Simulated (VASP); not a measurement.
# HfB2 (P-1) in VASP: electric field gradients with PBE

Aim: the electric field gradients of HfB2 with PBE.

All numbers are computed with VASP 6.6.1; they aren't measurements. Logs are shortened: lines on timing, memory, paths and dates and some standing lists are left out, and cuts for length are marked.

## (1) The cell of the first run

The typed cell holds 3 atoms: a = 3.141 Å, b = 3.181 Å, c = 3.481 Å, α = 90.62°, β = 91.71°, γ = 121.27°.

## (2) Electric field gradients, PBE (equal xy, yz and zx shear strains of -3 %)

File INCAR:

```
ALGO     = Normal         # electronic algorithm
EDIFF    = 1E-8           # SCF threshold, eV
ENCUT    = 520            # plane-wave cutoff, eV
GGA      = PE             # functional
ISIF     = 2              # what is computed and relaxed
ISMEAR   = -1             # smearing method
LASPH    = T              # aspherical terms in the spheres
LCHARG   = F              # write CHGCAR
LEFG     = T            
LREAL    = F              # projectors in reciprocal space
LWAVE    = F              # write WAVECAR
NBANDS   = 15             # bands
NELM     = 80             # most SCF steps
PREC     = Accurate       # precision mode
SIGMA    = 0.05           # smearing width, eV
```

File KPOINTS:

```
k-points
0
Gamma
  13 13 11
```

File POSCAR:

```
HfB2
1.0
    3.1400001005     -0.0471000015     -0.0471000015
   -1.6107898481      2.7428698556     -0.0172397971
   -0.0522000000     -0.0522000000      3.4800000000
Hf B
1 2
Direct
    0.0000000000      0.0000000000      0.0000000000
    0.3333333333      0.6666666667      0.5000000000
    0.6666666667      0.3333333333      0.5000000000
```

Potentials or basis: VASP PAW PBE potentials, release 64 (Hf_pv, B).

Launch:

```
$ cat potpaw_PBE.64/Hf_pv/POTCAR potpaw_PBE.64/B/POTCAR > POTCAR
$ mpirun -np 1 vasp_std > vasp.out
```

OUTCAR:

```text
EDIFF = 1E-8
   ENCUT = 520
   GGA = PE
   ISIF = 2
   ISMEAR = -1
   LASPH = T
   LREAL = F
   NELM = 80
   PREC = Accurate

 ion  position               nearest neighbor table
   1  0.000  0.000  0.000-   3 2.44   2 2.44   3 2.48   2 2.48   2 2.52   3 2.52   2 2.54   3 2.54
                             2 2.55   3 2.55   3 2.55   2 2.55
   2  0.333  0.667  0.500-   3 1.79   3 1.81   3 1.84   1 2.44   1 2.48   1 2.52   1 2.54   1 2.55
                             1 2.55
   3  0.667  0.333  0.500-   2 1.79   2 1.81   2 1.84   1 2.44   1 2.48   1 2.52   1 2.54   1 2.55
                             1 2.55

  LATTYP: Found a triclinic cell.
 ALAT       =     3.0999675340
 B/A-ratio  =     1.7320508076
 C/A-ratio  =     2.3498936641
 COS(alpha) =     0.0066812867
 COS(beta)  =     0.4564910805
 COS(gamma) =     0.8583881572

  Lattice vectors:

 A1 = (   1.5292102524,   2.6957698541,  -0.0643397986)
 A2 = (   4.6692103529,   2.6486698526,  -0.1114398001)
 A3 = (  -3.1693796962,   5.5379397112,  -3.5144795942)

Analysis of symmetry for initial positions (statically):
=====================================================================
 Subroutine PRICEL returns:
 Original cell was already a primitive cell.

 Routine SETGRP: Setting up the symmetry group for a
 triclinic supercell.

 Subroutine GETGRP returns: Found  2 space group operations
 (whereof  2 operations were pure point group operations)
 out of a pool of  2 trial point group operations.

The static configuration has the point symmetry S_2 .

Analysis of symmetry for dynamics (positions and initial velocities):
=====================================================================
 Subroutine PRICEL returns:
 Original cell was already a primitive cell.

 Routine SETGRP: Setting up the symmetry group for a
 triclinic supercell.

 Subroutine GETGRP returns: Found  2 space group operations
 (whereof  2 operations were pure point group operations)
 out of a pool of  2 trial point group operations.

The dynamic configuration has the point symmetry S_2 .

 Subroutine INISYM returns: Found  2 space group operations
 (whereof  2 operations are pure point group operations),
 and found     1 'primitive' translations

----------------------------------------------------------------------------------------

                                     Primitive cell

  volume of cell :      29.6943

  direct lattice vectors                    reciprocal lattice vectors
     3.140000101 -0.047100002 -0.047100002     0.321418211  0.188805580  0.007653357
    -1.610789848  2.742869856 -0.017239797     0.005602646  0.367907093  0.005602646
    -0.052200000 -0.052200000  3.480000000     0.004377985  0.004377985  0.287487661

  length of vectors
     3.140706521  3.180923795  3.480782912     0.372848210  0.367992402  0.287554323

  position of ions in fractional coordinates (direct lattice)
     0.000000000  0.000000000  0.000000000
     0.333333333  0.666666667  0.500000000
     0.666666667  0.333333333  0.500000000

  ion indices of the primitive-cell ions
   primitive index   ion index
                 1           1
                 2           2
                 3           3

----------------------------------------------------------------------------------------

 KPOINTS: k-points

Automatic generation of k-mesh.
 Grid dimensions read from file:
 generate k-points for:   13   13   11

 Generating k-lattice:

  Cartesian coordinates                     Fractional coordinates (reciprocal lattice)
     0.024724478  0.014523506  0.000588720     0.076923077 -0.000000000  0.000000000
     0.000430973  0.028300546  0.000430973     0.000000000  0.076923077  0.000000000
     0.000397999  0.000397999  0.026135242    -0.000000000  0.000000000  0.090909091

  Length of vectors
     0.028680632  0.028307108  0.026141302

  Shift w.r.t. Gamma in fractional coordinates (k-lattice)
     0.000000000  0.000000000  0.000000000

 Subroutine IBZKPT returns following result:
 ===========================================

 Found    930 irreducible k-points:

 Following reciprocal coordinates:
            Coordinates               Weight
  0.000000  0.000000  0.000000      1.000000
  0.076923 -0.000000  0.000000      2.000000
  0.153846 -0.000000  0.000000      2.000000
  0.230769 -0.000000 -0.000000      2.000000
  0.307692 -0.000000  0.000000      2.000000
  0.384615 -0.000000  0.000000      2.000000
[... 16 lines left out ...]
  0.153846  0.153846 -0.000000      2.000000
  0.230769  0.153846 -0.000000      2.000000
 [... further k-points ...]
   k-points           NKPTS =    930   k-points in BZ     NKDIM =    930   number of bands    NBANDS=     15
   number of dos      NEDOS =    301   number of ions     NIONS =      3
   total plane-waves  NPLWV =  16128
   dimension x,y,z NGX =    24 NGY =   24 NGZ =   28
   dimension x,y,z NGXF=    48 NGYF=   48 NGZF=   56
   ions per type =               1   2
   NGX,Y,Z   is equivalent  to a cutoff of  12.70, 12.54, 13.37 a.u.
   NGXF,Y,Z  is equivalent  to a cutoff of  25.41, 25.09, 26.75 a.u.
 SYSTEM =  unknown system
   PREC   = accura    normal or accurate (medium, high low for compatibility)
   ISTART =      0    job   : 0-new  1-cont  2-samecut
   ICHARG =      2    charge: 1-file 2-atom 10-const
   ISPIN  =      1    spin polarized calculation?
   LNONCOLLINEAR =      F non collinear calculations
   LSORBIT =      F    spin-orbit coupling
   LASPH  =      T    aspherical Exc in radial PAW
   ENCUT  =  520.0 eV  38.22 Ry    6.18 a.u.   5.84  5.91  6.47*2*pi/ulx,y,z
   NELM   =     80;   NELMIN=  2; NELMDL= -5     # of ELM steps
   EDIFF  = 0.1E-07   stopping-criterion for ELM
   LREAL  =      F    real-space projection
   EDIFFG = 0.1E-06   stopping-criterion for IOM
   NSW    =      0    number of steps for IOM
   IBRION =     -1    ionic relax: 0-MD 1-quasi-New 2-CG
   NFREE  =      0    steps in history (QN), initial steepest desc. (CG)
   ISIF   =      2    stress and relaxation
   ISYM   =      2    0-nonsym 1-usesym 2-fastsym
   POTIM  = 0.5000    time-step for ionic-motion
   TEBEG  =    0.0;   TEEND  =   0.0 temperature during run
   PSTRESS=    0.0 pullay stress
   NELECT =      16.0000    total number of electrons
   NUPDOWN=      -1.0000    fix difference up-down
   EMIN   =  10.00;   EMAX   =-10.00  energy-range for DOS
   EFERMI =   0.00;   METHOD = LEGACY
   ISMEAR =    -1;   SIGMA  =   0.05  broadening in eV -4-tet -1-fermi 0-gaus
   EFERMI_NEDOS =   21; number of points for ismear=-14 and -15
   IALGO  =     38    algorithm
   IMIX   =      4    mixing-type and parameters
     AMIX     =   0.40;   BMIX     =  1.00
     AMIX_MAG =   1.60;   BMIX_MAG =  1.00
  volume/ion in A,a.u.               =       9.90        66.80
  Fermi-wavevector in a.u.,A,eV,Ry     =   1.332162  2.517422 24.145668  1.774657
  Thomas-Fermi vector in A             =   2.461118
   LORBIT       =      0    0 simple, 1 ext, 2 COOP (PROOUT), +10 PAW based schemes
   GGA     = PE    functional components
   LHFCALC =     F    Hartree Fock is set to
   AEXX    =    0.0000 exact exchange contribution
   IVDW    =     0    specifies the selected vdW correction
   LEPSILON=     F    determine dielectric tensor
   LRPA    =     F    only Hartree local field effects (RPA)
 non-spin polarized calculation
  energy-cutoff  :      520.00
  volume of cell :       29.69
 maximum number of plane-waves:       816
   NGX = 11   NGY = 11   NGZ = 13

 number of electron      15.9999999 magnetization

 Free energy of the ion-electron system (eV)
  ---------------------------------------------------
  ext. energy  EPLUGINS =         0.00000000
  ---------------------------------------------------
  free energy    TOTEN  =       -26.33245524 eV

  energy without entropy =      -26.33050881  energy(sigma->0) =      -26.33148202

 E-fermi :   7.7449     XC(G=0): -12.5981

 val. band max:        7.7389280993   @ k =   0.1538  -0.0769   0.3636
 cond. band min:       7.7547776270   @ k =  -0.2308  -0.1538   0.0909
 fundamental gap:      0.0158495278
 Fermi energy:         7.7449377358

 k-point     1 :       0.0000    0.0000    0.0000
  band No.  band energies     occupation
      1     -22.9551      2.00000
      2     -22.4844      2.00000
      3     -22.4274      2.00000
      4      -6.0800      2.00000
      5       4.5653      2.00000
      6       4.7047      2.00000
      7       4.9066      2.00000
      8       4.9534      2.00000
      9      11.4747      0.00000
     10      11.5905      0.00000
     11      12.2595      0.00000
     12      12.3871      0.00000
     13      12.4450      0.00000
     14      12.6790      0.00000
     15      13.0992      0.00000

 k-point     2 :       0.0769   -0.0000    0.0000
  band No.  band energies     occupation
      1     -22.9472      2.00000
      2     -22.5008      2.00000
      3     -22.4711      2.00000
      4      -5.9481      2.00000
      5       4.4735      2.00000
      6       4.6613      2.00000
      7       4.7534      2.00000
      8       4.8835      2.00000
      9      11.1880      0.00000
     10      11.3140      0.00000
     11      11.7169      0.00000
     12      12.0362      0.00000
     13      13.2179      0.00000
     14      13.3752      0.00000
     15      13.6528      0.00000
[... 365 lines left out ...]
      3     -22.5961      2.00000
      4      -4.6168      2.00000
      5       2.1326      2.00000
      6       3.6969      2.00000
      7       4.1473      2.00000
      8       6.0657      2.00000
      9       9.1154      0.00000
     10       9.8694      0.00000
     11      11.7894      0.00000
     12      13.5107      0.00000
     13      14.0713      0.00000
     14      14.4257      0.00000
     15      16.0450      0.00000

 k-point    24 :       0.2308    0.1538   -0.0000
  band No.  band energies     occupation
      1     -23.0133      2.00000
      2     -22.8476      2.00000
      3     -22.6654      2.00000
      4      -3.8473      2.00000
      5       1.2592      2.00000
      6       3.0056      2.00000
      7       3.9445      2.00000
      8       6.6009      2.00000
      9       8.5604      0.00000
     10       9.1683      0.00000
     11      13.0158      0.00000
     12      13.6103      0.00000
     13      14.2561      0.00000
     14      15.3042      0.00000
     15      17.0959      0.00000

 [... further k-points ...]
[... 5 lines left out ...]
  --------------------------------------------------------------------------------------
  -------------------------------------------------------------------------------------
  Total        0.3062173      0.3047768      0.4067115      1.5672480      1.5324306      1.5360103
  in kB       16.5221763     16.4444526     21.9444128     84.5620086     82.6834075     82.8765536
  external PRESSURE =      18.3036806 kB  Pullay stress =       0.0000000 kB

 VOLUME and BASIS-vectors are now :
 -----------------------------------------------------------------------------
  energy-cutoff  :      520.00
  volume of cell :       29.69
      direct lattice vectors                 reciprocal lattice vectors
     3.140000101 -0.047100002 -0.047100002     0.321418211  0.188805580  0.007653357
    -1.610789848  2.742869856 -0.017239797     0.005602646  0.367907093  0.005602646
    -0.052200000 -0.052200000  3.480000000     0.004377985  0.004377985  0.287487661

 POSITION                                       TOTAL-FORCE (eV/Angst)
 -----------------------------------------------------------------------------------
      0.00000      0.00000      0.00000         0.000000      0.000000     -0.000000
     -0.05329      1.78678      1.71281        -0.049638      0.013030     -0.018408
      1.53030      0.85679      1.70285         0.049638     -0.013030      0.018408
 -----------------------------------------------------------------------------------
    total drift:                               -0.000000      0.000000      0.000000

  FREE ENERGIE OF THE ION-ELECTRON SYSTEM (eV)
  ---------------------------------------------------
  free  energy   TOTEN  =       -26.3324552375 eV

  energy  without entropy=      -26.3305088077  energy(sigma->0) =      -26.33148202

 Electric field gradients (V/A^2)
---------------------------------------------------------------------
 ion       V_xx      V_yy      V_zz      V_xy      V_xz      V_yz
---------------------------------------------------------------------
   1     -37.939   -37.270    75.210   -31.619   -62.966   -63.077
   2      -0.777    -0.735     1.512    -1.580    -1.134    -1.140
   3      -0.777    -0.735     1.512    -1.580    -1.134    -1.140
---------------------------------------------------------------------

 Electric field gradients after diagonalization (V/A^2)
 (convention: |V_zz| > |V_xx| > |V_yy|)
----------------------------------------------------------------------
 ion       V_xx      V_yy      V_zz     asymmetry (V_yy - V_xx)/ V_zz
----------------------------------------------------------------------
   1    -111.720    -5.985   117.705       0.898
   2       2.096     0.824    -2.920       0.436
   3       2.096     0.824    -2.920       0.436
----------------------------------------------------------------------

           NMR quadrupolar parameters

 Cq : quadrupolar parameter    Cq=e*Q*V_zz/h
 eta: asymmetry parameters     (V_yy - V_xx)/ V_zz
 Q  : nuclear electric quadrupole moment in mb (millibarn)
----------------------------------------------------------------------
 ion       Cq(MHz)       eta       Q (mb)
----------------------------------------------------------------------
   1       0.285       0.898       1.000
   2      -0.007       0.436       1.000
   3      -0.007       0.436       1.000
----------------------------------------------------------------------
```

It took 2.2 min on 1 thread of Intel Xeon 6975P-C (Granite Rapids), shared host; peak memory 0.49 GiB.

Results:

| Property | Result |
| --- | --- |
| Free energy | -26.3325 eV |
| Pressure | 1.8 GPa |
| Largest force | 0.055 eV/Å |
| Band gap on the k mesh | zero (bands 8 and 9 overlap by 1.08 eV) |
| Largest electric field gradient by atom | Hf +117.7; B -2.9 V/Å² |

Forces on the atoms (eV/Å):
```
Hf   0.000  0.000  0.000
B   -0.050  0.013 -0.018
B    0.050 -0.013  0.018
```

Electric field gradients, principal values (V/Å²):
| atom | least | middle | greatest (by size) |
| --- | --- | --- | --- |
| 1 Hf | -5.985 | -111.720 | 117.705 |
| 2 B | 0.824 | 2.096 | -2.920 |
| 3 B | 0.824 | 2.096 | -2.920 |

Caveat: the cell differs from its parent crystal (equal xy, yz and zx shear strains of -3 %); without QUAD_EFG the Cq values of the log hold for a quadrupole moment of 1 mb, not for the nuclei; spin-orbit coupling is left out, which moves the levels of the heavy elements.
